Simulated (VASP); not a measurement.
# In (C2/m) in VASP: a series of runs

In is run at these levels: PBEsol; tasks: single point.

All numbers are computed with VASP 6.6.1; they aren't measurements. Logs are shortened: lines on timing, memory, paths and dates and some standing lists are left out, and cuts for length are marked.

## 1. The cell of the first run

Symmetry: C2/m, No. 12, monoclinic system. Conventional cell: a = 4.466 Å, b = 4.635 Å, c = 3.291 Å, α = 90.00°, β = 131.30°, γ = 90.00°. Within 4.2 Å of In (site symmetry 2/m) lie 12 In at 3.22 to 3.39 Å.

## 2. Single point, PBEsol

INCAR

```
ALGO = Normal
EDIFF = 1E-7
ENCUT = 520
GGA = PS
ISIF = 2
ISMEAR = -1
ISYM = 0
LASPH = T
LCHARG = T
LELF = T
LREAL = F
LVHAR = T
LWAVE = F
NBANDS = 12
NELM = 80
PREC = Accurate
SIGMA = 0.1
```

KPOINTS

```
k-points
0
Gamma
  12 12 14
```

POSCAR

```
In
1.0
   -1.6172734818      1.6598653730      2.4726737581
    1.6598653730     -1.6172734818      2.4726737581
    1.5573908365      1.5573908365     -2.4446865966
In
1
Direct
    0.0000000000      0.0000000000      0.0000000000
```

Potentials or basis: VASP PAW PBE potentials, release 64 (In_d).

On the command line:

```console
cat potpaw_PBE.64/In_d/POTCAR > POTCAR
mpirun -np 1 vasp_std > vasp.out
```

OUTCAR:

```text
EDIFF = 1E-7
   ENCUT = 520
   GGA = PS
   ISIF = 2
   ISMEAR = -1
   ISYM = 0
   LASPH = T
   LREAL = F
   NELM = 80
   PREC = Accurate

 ion  position               nearest neighbor table
   1  0.000  0.000  0.000-

IMPORTANT INFORMATION: All symmetrisations will be switched off!
NOSYMM: (Re-)initialisation of all symmetry stuff for point group C_1.

----------------------------------------------------------------------------------------

                                     Primitive cell

  volume of cell :      25.5812

  direct lattice vectors                    reciprocal lattice vectors
    -1.617273482  1.659865373  2.472673758     0.004018860  0.309163086  0.199512974
     1.659865373 -1.617273482  2.472673758     0.309163086  0.004018860  0.199512974
     1.557390836  1.557390836 -2.444686597     0.316767303  0.316767303 -0.005456328

  length of vectors
     3.388929342  3.388929342  3.290505279     0.367971998  0.367971998  0.448009843

  position of ions in fractional coordinates (direct lattice)
     0.000000000  0.000000000  0.000000000

  ion indices of the primitive-cell ions
   primitive index   ion index
                 1           1

----------------------------------------------------------------------------------------

 KPOINTS: k-points

Automatic generation of k-mesh.
 Grid dimensions read from file:
 generate k-points for:   12   12   14

 Generating k-lattice:

  Cartesian coordinates                     Fractional coordinates (reciprocal lattice)
     0.000334905  0.025763590  0.016626081     0.083333333 -0.000000000  0.000000000
     0.025763590  0.000334905  0.016626081    -0.000000000  0.083333333  0.000000000
     0.022626236  0.022626236 -0.000389738     0.000000000  0.000000000  0.071428571

  Length of vectors
     0.030664333  0.030664333  0.032000703

  Shift w.r.t. Gamma in fractional coordinates (k-lattice)
     0.000000000  0.000000000  0.000000000

 Subroutine IBZKPT returns following result:
 ===========================================

 Found   1012 irreducible k-points:

 Following reciprocal coordinates:
            Coordinates               Weight
  0.000000  0.000000  0.000000      1.000000
  0.083333 -0.000000 -0.000000      2.000000
  0.000000 -0.083333  0.000000      2.000000
  0.166667 -0.000000  0.000000      2.000000
  0.000000 -0.166667  0.000000      2.000000
  0.250000  0.000000 -0.000000      2.000000
[... 16 lines left out ...]
  0.500000  0.083333 -0.000000      2.000000
 -0.083333  0.500000 -0.000000      2.000000
 [... further k-points ...]
   k-points           NKPTS =   1012   k-points in BZ     NKDIM =   1012   number of bands    NBANDS=     12
   number of dos      NEDOS =    301   number of ions     NIONS =      1
   total plane-waves  NPLWV =  18816
   dimension x,y,z NGX =    28 NGY =   28 NGZ =   24
   dimension x,y,z NGXF=    56 NGYF=   56 NGZF=   48
   ions per type =               1
   NGX,Y,Z   is equivalent  to a cutoff of  13.74, 13.74, 12.13 a.u.
   NGXF,Y,Z  is equivalent  to a cutoff of  27.47, 27.47, 24.25 a.u.
 SYSTEM =  unknown system
   PREC   = accura    normal or accurate (medium, high low for compatibility)
   ISTART =      0    job   : 0-new  1-cont  2-samecut
   ICHARG =      2    charge: 1-file 2-atom 10-const
   ISPIN  =      1    spin polarized calculation?
   LNONCOLLINEAR =      F non collinear calculations
   LSORBIT =      F    spin-orbit coupling
   LASPH  =      T    aspherical Exc in radial PAW
   ENCUT  =  520.0 eV  38.22 Ry    6.18 a.u.   6.30  6.30  6.12*2*pi/ulx,y,z
   NELM   =     80;   NELMIN=  2; NELMDL= -5     # of ELM steps
   EDIFF  = 0.1E-06   stopping-criterion for ELM
   LREAL  =      F    real-space projection
   EDIFFG = 0.1E-05   stopping-criterion for IOM
   NSW    =      0    number of steps for IOM
   IBRION =     -1    ionic relax: 0-MD 1-quasi-New 2-CG
   NFREE  =      0    steps in history (QN), initial steepest desc. (CG)
   ISIF   =      2    stress and relaxation
   ISYM   =      0    0-nonsym 1-usesym 2-fastsym
   POTIM  = 0.5000    time-step for ionic-motion
   TEBEG  =    0.0;   TEEND  =   0.0 temperature during run
   PSTRESS=    0.0 pullay stress
   NELECT =      13.0000    total number of electrons
   NUPDOWN=      -1.0000    fix difference up-down
   EMIN   =  10.00;   EMAX   =-10.00  energy-range for DOS
   EFERMI =   0.00;   METHOD = LEGACY
   ISMEAR =    -1;   SIGMA  =   0.10  broadening in eV -4-tet -1-fermi 0-gaus
   EFERMI_NEDOS =   21; number of points for ismear=-14 and -15
   IALGO  =     38    algorithm
   IMIX   =      4    mixing-type and parameters
     AMIX     =   0.40;   BMIX     =  1.00
     AMIX_MAG =   1.60;   BMIX_MAG =  1.00
  volume/ion in A,a.u.               =      25.58       172.63
  Fermi-wavevector in a.u.,A,eV,Ry     =   1.306418  2.468772 23.221446  1.706728
  Thomas-Fermi vector in A             =   2.437221
   LORBIT       =      0    0 simple, 1 ext, 2 COOP (PROOUT), +10 PAW based schemes
   GGA     = PS    functional components
   LHFCALC =     F    Hartree Fock is set to
   AEXX    =    0.0000 exact exchange contribution
   IVDW    =     0    specifies the selected vdW correction
   LEPSILON=     F    determine dielectric tensor
   LRPA    =     F    only Hartree local field effects (RPA)
 non-spin polarized calculation
  energy-cutoff  :      520.00
  volume of cell :       25.58
 maximum number of plane-waves:       704
 NGX is ok and might be reduce to    28
   NGX = 13   NGY = 13   NGZ = 13

 number of electron      13.0000004 magnetization

 Free energy of the ion-electron system (eV)
  ---------------------------------------------------
  ext. energy  EPLUGINS =         0.00000000
  ---------------------------------------------------
  free energy    TOTEN  =        -2.99226040 eV

  energy without entropy =       -2.97835592  energy(sigma->0) =       -2.98530816

 E-fermi :   7.5952     XC(G=0): -10.5123

 val. band max:        7.5942315148   @ k =   0.4167   0.4167   0.2857
 cond. band min:       7.5957179148   @ k =   0.4167   0.0833   0.2143
 fundamental gap:      0.0014864000
 Fermi energy:         7.5951885579

 k-point     1 :       0.0000    0.0000    0.0000
  band No.  band energies     occupation
      1      -7.0446      2.00000
      2      -6.9418      2.00000
      3      -6.8892      2.00000
      4      -6.8409      2.00000
      5      -6.7124      2.00000
      6      -2.1108      2.00000
      7      18.0574      0.00000
      8      18.2887      0.00000
      9      18.7765      0.00000
     10      19.3791      0.00000
     11      21.5284      0.00000
     12      21.8375      0.00000

 k-point     2 :       0.0833   -0.0000   -0.0000
  band No.  band energies     occupation
      1      -7.0332      2.00000
      2      -6.9402      2.00000
      3      -6.8836      2.00000
      4      -6.8355      2.00000
      5      -6.7170      2.00000
      6      -1.9579      2.00000
      7      16.2914      0.00000
      8      17.9902      0.00000
      9      18.4128      0.00000
     10      19.2852      0.00000
     11      21.9689      0.00000
     12      22.2096      0.00000

 k-point     3 :       0.0000   -0.0833    0.0000
  band No.  band energies     occupation
      1      -7.0332      2.00000
      2      -6.9402      2.00000
      3      -6.8836      2.00000
      4      -6.8355      2.00000
      5      -6.7170      2.00000
      6      -1.9579      2.00000
      7      16.2914      0.00000
      8      17.9902      0.00000
      9      18.4128      0.00000
     10      19.2852      0.00000
     11      21.9689      0.00000
     12      22.2096      0.00000

 k-point     4 :       0.1667   -0.0000    0.0000
  band No.  band energies     occupation
      1      -7.0119      2.00000
      2      -6.9460      2.00000
      3      -6.8687      2.00000
      4      -6.8076      2.00000
      5      -6.7240      2.00000
      6      -1.4945      2.00000
      7      13.4261      0.00000
      8      17.4135      0.00000
      9      17.8153      0.00000
     10      19.2672      0.00000
     11      21.0437      0.00000
     12      23.1653      0.00000

 k-point     5 :       0.0000   -0.1667    0.0000
  band No.  band energies     occupation
      1      -7.0119      2.00000
      2      -6.9460      2.00000
      3      -6.8687      2.00000
      4      -6.8076      2.00000
      5      -6.7240      2.00000
      6      -1.4945      2.00000
      7      13.4261      0.00000
      8      17.4135      0.00000
      9      17.8153      0.00000
     10      19.2672      0.00000
     11      21.0437      0.00000
     12      23.1664      0.00000
[... 228 lines left out ...]
      1      -7.0240      2.00000
      2      -6.9891      2.00000
      3      -6.8840      2.00000
      4      -6.6574      2.00000
      5      -6.6101      2.00000
      6       2.4263      2.00000
      7       5.2332      2.00000
      8      14.5862      0.00000
      9      15.7264      0.00000
     10      18.8390      0.00000
     11      19.8058      0.00000
     12      22.5202      0.00000

 k-point    22 :      -0.0833   -0.4167    0.0000
  band No.  band energies     occupation
      1      -7.0240      2.00000
      2      -6.9891      2.00000
      3      -6.8840      2.00000
      4      -6.6574      2.00000
      5      -6.6101      2.00000
      6       2.4263      2.00000
      7       5.2332      2.00000
      8      14.5862      0.00000
      9      15.7264      0.00000
     10      18.8390      0.00000
     11      19.8058      0.00000
     12      22.5202      0.00000

 k-point    23 :       0.5000    0.0833   -0.0000
  band No.  band energies     occupation
      1      -7.0330      2.00000
      2      -6.9856      2.00000
      3      -6.8871      2.00000
      4      -6.6604      2.00000
      5      -6.5913      2.00000
      6       3.0062      2.00000
      7       4.5372      2.00000
      8      14.7554      0.00000
      9      15.7255      0.00000
     10      18.3665      0.00000
     11      19.9596      0.00000
     12      22.3570      0.00000

 k-point    24 :      -0.0833    0.5000   -0.0000
  band No.  band energies     occupation
      1      -7.0330      2.00000
      2      -6.9856      2.00000
      3      -6.8871      2.00000
      4      -6.6604      2.00000
      5      -6.5913      2.00000
      6       3.0062      2.00000
      7       4.5372      2.00000
      8      14.7554      0.00000
      9      15.7255      0.00000
     10      18.3665      0.00000
     11      19.9596      0.00000
     12      22.3570      0.00000

 [... further k-points ...]

------------------------ aborting loop because EDIFF is reached ----------------------------------------

  FORCE on cell =-STRESS in cart. coord.  units (eV):
  Direction    XX          YY          ZZ          XY          YZ          ZX
  --------------------------------------------------------------------------------------
  -------------------------------------------------------------------------------------
  Total       -0.0056719     -0.0056728     -0.0055848     -0.0005699      0.0012821      0.0012837
  in kB       -0.3552359     -0.3552937     -0.3497840     -0.0356934      0.0802981      0.0804009
  external PRESSURE =      -0.3534379 kB  Pullay stress =       0.0000000 kB

 VOLUME and BASIS-vectors are now :
 -----------------------------------------------------------------------------
  energy-cutoff  :      520.00
  volume of cell :       25.58
      direct lattice vectors                 reciprocal lattice vectors
    -1.617273482  1.659865373  2.472673758     0.004018860  0.309163086  0.199512974
     1.659865373 -1.617273482  2.472673758     0.309163086  0.004018860  0.199512974
     1.557390836  1.557390836 -2.444686597     0.316767303  0.316767303 -0.005456328

 POSITION                                       TOTAL-FORCE (eV/Angst)
 -----------------------------------------------------------------------------------
      0.00000      0.00000      0.00000         0.000000     -0.000001      0.000000
 -----------------------------------------------------------------------------------
    total drift:                                0.000000     -0.000001      0.000000

  FREE ENERGIE OF THE ION-ELECTRON SYSTEM (eV)
  ---------------------------------------------------
  free  energy   TOTEN  =        -2.9922603985 eV

  energy  without entropy=       -2.9783559218  energy(sigma->0) =       -2.98530816
```

Run time: 3.4 min. Hardware: 1 thread of Intel Xeon 6975P-C, shared host; peak memory 0.4 GiB.

What came out:

```yaml
Free_energy: -2.9923 eV
Pressure: 0.0 GPa
```

Levels at points of the mesh, in eV from the Fermi level:
```tsv
k point	band 4	band 5	band 6	band 7	band 8	band 9
(0.00, 0.00, 0.00)	-14.44	-14.31	-9.71	10.46	10.69	11.18
(0.50, 0.00, 0.00)	-14.23	-14.18	-4.44	-3.51	7.75	9.36
(0.00, 0.50, 0.00)	-14.23	-14.18	-4.44	-3.51	7.75	9.36
(0.50, 0.50, 0.00)	-14.22	-14.10	-2.19	-1.87	3.59	4.47
(0.00, 0.00, 0.50)	-14.19	-14.11	-1.76	-1.20	3.28	3.67
(0.50, 0.00, 0.50)	-14.23	-14.17	-4.17	-3.42	7.28	9.28
(0.00, 0.50, 0.50)	-14.23	-14.17	-4.17	-3.42	7.28	9.28
(0.50, 0.50, 0.50)	-14.19	-14.16	-3.02	-2.81	4.81	4.99
```

Caveat: the PAW data sets were made with another functional, which shifts forces and pressure a little; spin-orbit coupling is left out, which moves the levels of the heavy elements.

[end of part 1 of 2]
